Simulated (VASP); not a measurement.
# C in VASP: notebook

Aim: see how the results for C move with the level of theory and the settings. Levels: r2SCAN, PBE. Tasks: single point.

All numbers are computed with VASP 6.6.1; they aren't measurements. Logs are shortened: lines on timing, memory, paths and dates and some standing lists are left out, and cuts for length are marked.

### 1 The cell of the first run

It takes space group Fd-3m (No. 227, cubic). The conventional cell has a = 3.560 Å, b = 3.560 Å, c = 3.560 Å, α = 90.00°, β = 90.00°, γ = 90.00°. Within 2.1 Å of C (site symmetry -43m) lie 4 C at 1.54 Å.

### 2 Single point, r2SCAN

Input file POSCAR:

```
C
1.0
    0.0000000000      1.7801241423      1.7801241423
    1.7801241423      0.0000000000      1.7801241423
    1.7801241423      1.7801241423      0.0000000000
C
2
Direct
    0.0000000000      0.0000000000      0.0000000000
    0.2500000000      0.2500000000      0.2500000000
```

Input file INCAR.step1:

```
PREC = Accurate
ENCUT = 520
ISMEAR = 0
SIGMA = 0.01
LREAL = F
LASPH = T
NELM = 80
NBANDS = 11
GGA = PE
ALGO = Normal
EDIFF = 1E-4
LWAVE = T
LCHARG = F
```

Input file INCAR.step2:

```
PREC = Accurate
ENCUT = 520
EDIFF = 1E-7
ISMEAR = 0
SIGMA = 0.01
LREAL = F
LASPH = T
NELM = 80
ALGO = Normal
ISIF = 2
LWAVE = F
LCHARG = F
METAGGA = R2SCAN
LMIXTAU = T
NBANDS = 11
ISTART = 1
```

Input file KPOINTS:

```
regular mesh
0
Gamma
  12 12 12
```

Potentials or basis: VASP PAW PBE potentials, release 64 (C).

Started as:

```bash
> cat potpaw_PBE.64/C/POTCAR > POTCAR
> cp INCAR.step1 INCAR
> mpirun -np 1 vasp_std > vasp.out
> cp INCAR.step2 INCAR
> mpirun -np 1 vasp_std > vasp.out
```

OUTCAR:

```text
PREC = Accurate
   ENCUT = 520
   EDIFF = 1E-7
   ISMEAR = 0
   LREAL = F
   LASPH = T
   NELM = 80
   ISIF = 2
   METAGGA = R2SCAN
   ISTART = 1

 ion  position               nearest neighbor table
   1  0.000  0.000  0.000-   2 1.54   2 1.54   2 1.54   2 1.54
   2  0.250  0.250  0.250-   1 1.54   1 1.54   1 1.54   1 1.54

  LATTYP: Found a face centered cubic cell.
 ALAT       =     3.5602482846

  Lattice vectors:

 A1 = (   0.0000000000,   1.7801241423,   1.7801241423)
 A2 = (   1.7801241423,   0.0000000000,   1.7801241423)
 A3 = (   1.7801241423,   1.7801241423,   0.0000000000)

Analysis of symmetry for initial positions (statically):
=====================================================================
 Subroutine PRICEL returns:
 Original cell was already a primitive cell.

 Routine SETGRP: Setting up the symmetry group for a
 face centered cubic supercell.

 Subroutine GETGRP returns: Found 48 space group operations
 (whereof 24 operations were pure point group operations)
 out of a pool of 48 trial point group operations.

The static configuration has the point symmetry T_d .
 The point group associated with its full space group is O_h .

Analysis of symmetry for dynamics (positions and initial velocities):
=====================================================================
 Subroutine PRICEL returns:
 Original cell was already a primitive cell.

 Routine SETGRP: Setting up the symmetry group for a
 face centered cubic supercell.

 Subroutine GETGRP returns: Found 48 space group operations
 (whereof 24 operations were pure point group operations)
 out of a pool of 48 trial point group operations.

The dynamic configuration has the point symmetry T_d .
 The point group associated with its full space group is O_h .

 Subroutine INISYM returns: Found 48 space group operations
 (whereof 24 operations are pure point group operations),
 and found     1 'primitive' translations

----------------------------------------------------------------------------------------

                                     Primitive cell

  volume of cell :      11.2819

  direct lattice vectors                    reciprocal lattice vectors
     0.000000000  1.780124142  1.780124142    -0.280879287  0.280879287  0.280879287
     1.780124142  0.000000000  1.780124142     0.280879287 -0.280879287  0.280879287
     1.780124142  1.780124142  0.000000000     0.280879287  0.280879287 -0.280879287

  length of vectors
     2.517475705  2.517475705  2.517475705     0.486497196  0.486497196  0.486497196

  position of ions in fractional coordinates (direct lattice)
     0.000000000  0.000000000  0.000000000
     0.250000000  0.250000000  0.250000000

  ion indices of the primitive-cell ions
   primitive index   ion index
                 1           1
                 2           2

----------------------------------------------------------------------------------------

 KPOINTS: regular mesh

Automatic generation of k-mesh.
 Grid dimensions read from file:
 generate k-points for:   12   12   12

 Generating k-lattice:

  Cartesian coordinates                     Fractional coordinates (reciprocal lattice)
    -0.023406607  0.023406607  0.023406607     0.083333333  0.000000000  0.000000000
     0.023406607 -0.023406607  0.023406607     0.000000000  0.083333333  0.000000000
     0.023406607  0.023406607 -0.023406607     0.000000000  0.000000000  0.083333333

  Length of vectors
     0.040541433  0.040541433  0.040541433

  Shift w.r.t. Gamma in fractional coordinates (k-lattice)
     0.000000000  0.000000000  0.000000000

 Subroutine IBZKPT returns following result:
 ===========================================

 Found     72 irreducible k-points:

 Following reciprocal coordinates:
            Coordinates               Weight
  0.000000  0.000000  0.000000      1.000000
  0.083333  0.000000  0.000000      8.000000
  0.166667  0.000000  0.000000      8.000000
  0.250000  0.000000  0.000000      8.000000
  0.333333  0.000000  0.000000      8.000000
  0.416667  0.000000  0.000000      8.000000
[... 16 lines left out ...]
  0.500000  0.166667  0.000000     24.000000
 -0.416667  0.166667  0.000000     24.000000
 [... further k-points ...]
   k-points           NKPTS =     72   k-points in BZ     NKDIM =     72   number of bands    NBANDS=     11
   number of dos      NEDOS =    301   number of ions     NIONS =      2
   total plane-waves  NPLWV =   8000
   dimension x,y,z NGX =    20 NGY =   20 NGZ =   20
   dimension x,y,z NGXF=    40 NGYF=   40 NGZF=   40
   ions per type =               2
   NGX,Y,Z   is equivalent  to a cutoff of  13.21, 13.21, 13.21 a.u.
   NGXF,Y,Z  is equivalent  to a cutoff of  26.41, 26.41, 26.41 a.u.
 SYSTEM =  unknown system
   PREC   = accura    normal or accurate (medium, high low for compatibility)
   ISTART =      1    job   : 0-new  1-cont  2-samecut
   ICHARG =      0    charge: 1-file 2-atom 10-const
   ISPIN  =      1    spin polarized calculation?
   LNONCOLLINEAR =      F non collinear calculations
   LSORBIT =      F    spin-orbit coupling
   LASPH  =      T    aspherical Exc in radial PAW
   ENCUT  =  520.0 eV  38.22 Ry    6.18 a.u.   4.68  4.68  4.68*2*pi/ulx,y,z
   NELM   =     80;   NELMIN=  2; NELMDL=  0     # of ELM steps
   EDIFF  = 0.1E-06   stopping-criterion for ELM
   LREAL  =      F    real-space projection
   EDIFFG = 0.1E-05   stopping-criterion for IOM
   NSW    =      0    number of steps for IOM
   IBRION =     -1    ionic relax: 0-MD 1-quasi-New 2-CG
   NFREE  =      0    steps in history (QN), initial steepest desc. (CG)
   ISIF   =      2    stress and relaxation
   ISYM   =      2    0-nonsym 1-usesym 2-fastsym
   POTIM  = 0.5000    time-step for ionic-motion
   TEBEG  =    0.0;   TEEND  =   0.0 temperature during run
   PSTRESS=    0.0 pullay stress
   NELECT =       8.0000    total number of electrons
   NUPDOWN=      -1.0000    fix difference up-down
   EMIN   =  10.00;   EMAX   =-10.00  energy-range for DOS
   EFERMI =   0.00;   METHOD = LEGACY
   ISMEAR =     0;   SIGMA  =   0.01  broadening in eV -4-tet -1-fermi 0-gaus
   EFERMI_NEDOS =   21; number of points for ismear=-14 and -15
   IALGO  =     38    algorithm
   IMIX   =      4    mixing-type and parameters
     AMIX     =   0.40;   BMIX     =  1.00
     AMIX_MAG =   1.60;   BMIX_MAG =  1.00
  volume/ion in A,a.u.               =       5.64        38.07
  Fermi-wavevector in a.u.,A,eV,Ry     =   1.459860  2.758735 28.996616  2.131191
  Thomas-Fermi vector in A             =   2.576377
   LORBIT       =      0    0 simple, 1 ext, 2 COOP (PROOUT), +10 PAW based schemes
   METAGGA = R2SCAN    functional components
   LHFCALC =     F    Hartree Fock is set to
   AEXX    =    0.0000 exact exchange contribution
   IVDW    =     0    specifies the selected vdW correction
   LEPSILON=     F    determine dielectric tensor
   LRPA    =     F    only Hartree local field effects (RPA)
 non-spin polarized calculation
 Gauss-broadening in eV      SIGMA  =   0.01
  energy-cutoff  :      520.00
  volume of cell :       11.28
 maximum number of plane-waves:       313
   NGX =  9   NGY =  9   NGZ =  9

 number of electron       7.9999999 magnetization

 Free energy of the ion-electron system (eV)
  ---------------------------------------------------
  ext. energy  EPLUGINS =         0.00000000
  ---------------------------------------------------
  free energy    TOTEN  =       -19.65721346 eV

  energy without entropy =      -19.65721346  energy(sigma->0) =      -19.65721346

 E-fermi :   9.9642     XC(G=0): -14.2880

 val. band max:        9.7924692779   @ k =   0.0000   0.0000   0.0000
 cond. band min:      14.1477564067   @ k =   0.3333   0.3333   0.0000
 fundamental gap:      4.3552871288
 Fermi energy:         9.9642492729

 k-point     1 :       0.0000    0.0000    0.0000
  band No.  band energies     occupation
      1     -12.9788      2.00000
      2       9.7925      2.00000
      3       9.7925      2.00000
      4       9.7925      2.00000
      5      15.6430      0.00000
      6      15.6430      0.00000
      7      15.6430      0.00000
      8      23.7418      0.00000
      9      30.2615      0.00000
     10      37.2413      0.00000
     11      37.2413      0.00000

 k-point     2 :       0.0833    0.0000    0.0000
  band No.  band energies     occupation
      1     -12.7771      2.00000
      2       8.4702      2.00000
      3       9.4454      2.00000
      4       9.4454      2.00000
      5      16.0984      0.00000
      6      16.0984      0.00000
      7      16.4176      0.00000
      8      23.9420      0.00000
      9      30.6066      0.00000
     10      35.1813      0.00000
     11      35.1813      0.00000

 k-point     3 :       0.1667    0.0000    0.0000
  band No.  band energies     occupation
      1     -12.1747      2.00000
      2       5.7680      2.00000
      3       8.6949      2.00000
      4       8.6949      2.00000
      5      17.0836      0.00000
      6      17.0837      0.00000
      7      17.5678      0.00000
      8      24.5166      0.00000
      9      31.3260      0.00000
     10      33.5353      0.00000
     11      33.5353      0.00000
[... 267 lines left out ...]
 k-point    23 :       0.5000    0.1667    0.0000
  band No.  band energies     occupation
      1      -6.9807      2.00000
      2      -2.9349      2.00000
      3       4.4640      2.00000
      4       5.5650      2.00000
      5      17.2573      0.00000
      6      21.1215      0.00000
      7      21.6038      0.00000
      8      24.9733      0.00000
      9      31.1804      0.00000
     10      35.0898      0.00000
     11      37.7204      0.00000

 k-point    24 :      -0.4167    0.1667    0.0000
  band No.  band energies     occupation
      1      -6.5515      2.00000
      2      -3.4550      2.00000
      3       3.9518      2.00000
      4       5.9658      2.00000
      5      17.7199      0.00000
      6      20.5926      0.00000
      7      21.5807      0.00000
      8      26.2477      0.00000
      9      30.4183      0.00000
     10      35.1260      0.00000
     11      35.9019      0.00000

 [... further k-points ...]

------------------------ aborting loop because EDIFF is reached ----------------------------------------

  FORCE on cell =-STRESS in cart. coord.  units (eV):
  Direction    XX          YY          ZZ          XY          YZ          ZX
  --------------------------------------------------------------------------------------
  -------------------------------------------------------------------------------------
  Total        0.0795392      0.0795392      0.0795392     -0.0000000     -0.0000000      0.0000000
  in kB       11.2956414     11.2956414     11.2956414     -0.0000000     -0.0000000      0.0000000
  external PRESSURE =      11.2956414 kB  Pullay stress =       0.0000000 kB

 VOLUME and BASIS-vectors are now :
 -----------------------------------------------------------------------------
  energy-cutoff  :      520.00
  volume of cell :       11.28
      direct lattice vectors                 reciprocal lattice vectors
     0.000000000  1.780124142  1.780124142    -0.280879287  0.280879287  0.280879287
     1.780124142  0.000000000  1.780124142     0.280879287 -0.280879287  0.280879287
     1.780124142  1.780124142  0.000000000     0.280879287  0.280879287 -0.280879287

 POSITION                                       TOTAL-FORCE (eV/Angst)
 -----------------------------------------------------------------------------------
      0.00000      0.00000      0.00000         0.000000      0.000000     -0.000000
      0.89006      0.89006      0.89006        -0.000000     -0.000000      0.000000
 -----------------------------------------------------------------------------------
    total drift:                                0.000000      0.000000      0.000000

  FREE ENERGIE OF THE ION-ELECTRON SYSTEM (eV)
  ---------------------------------------------------
  free  energy   TOTEN  =       -19.6572134575 eV

  energy  without entropy=      -19.6572134575  energy(sigma->0) =      -19.65721346
```

It took 25 s on 1 thread of Intel Xeon Platinum 8375C at 2.90GHz (Ice Lake), shared host; peak memory 0.12 GiB.

What came out:

```
Free energy            : -19.6572 eV
Pressure               : 1.1 GPa
Band gap on the k mesh : 4.36 eV, indirect (least direct gap 5.85 eV)
```

Caveat: the PAW data sets were made with another functional, which shifts forces and pressure a little.

### 3 Single point, PBE (strain along [111] +2.5%)

Input file INCAR:

```
PREC = Accurate
ENCUT = 520
EDIFF = 1E-6
ISMEAR = -1
SIGMA = 0.02
LREAL = F
LASPH = T
NELM = 80
ALGO = Normal
ISIF = 2
LWAVE = F
LCHARG = F
GGA = PE
NBANDS = 11
```

Input file KPOINTS:

```
Automatic mesh
0
Gamma
  12 12 12
```

Input file POSCAR:

```
C
1.0
    0.0296687357      1.8097928780      1.8097928780
    1.8097928780      0.0296687357      1.8097928780
    1.8097928780      1.8097928780      0.0296687357
C
2
Direct
   -0.0000102659     -0.0000102659     -0.0000102659
    0.2500102659      0.2500102659      0.2500102659
```

Potentials or basis: VASP PAW PBE potentials, release 64 (C).

Started as:

```bash
> cat potpaw_PBE.64/C/POTCAR > POTCAR
> mpirun -np 1 vasp_std > vasp.out
```

Wall time 14 s (1 thread of Intel Xeon Platinum 8375C at 2.90GHz (Ice Lake), shared host); peak memory 0.13 GiB.

It converged, with:

```
Free energy            : -18.1674 eV
Pressure               : -5.4 GPa
Largest force          : 0.032 eV/Å
Band gap on the k mesh : 4.09 eV, indirect (least direct gap 5.00 eV)
```

Forces in eV/Å, atoms in the order of the input:
```
C    0.018  0.018  0.018
C   -0.018 -0.018 -0.018
```

Stress tensor (GPa, compression positive):
```
-5.44 -8.81 -8.81
-8.81 -5.44 -8.81
-8.81 -8.81 -5.44
```

Levels at points of the mesh, in eV from the valence-band top:
```
           k point  band 1  band 2  band 3  band 4  band 5  band 6  band 7  band 8  band 9
(0.00, 0.00, 0.00)  -21.23   -0.02    0.00    0.00    5.00    5.78    5.78   12.94   19.06
(0.50, 0.00, 0.00)  -15.45  -13.18   -2.86   -2.79    7.86    8.59    8.62   15.51   21.53
(0.50, 0.50, 0.00)  -12.73  -12.55   -6.34   -6.03    4.40    5.03   16.47   16.50   22.77
(0.50, 0.50, 0.50)  -15.90  -13.14   -2.54   -2.54    8.51    8.51    9.14   15.50   21.61
```

Caveat: the cell differs from its parent crystal (strain along [111] +2.5%).
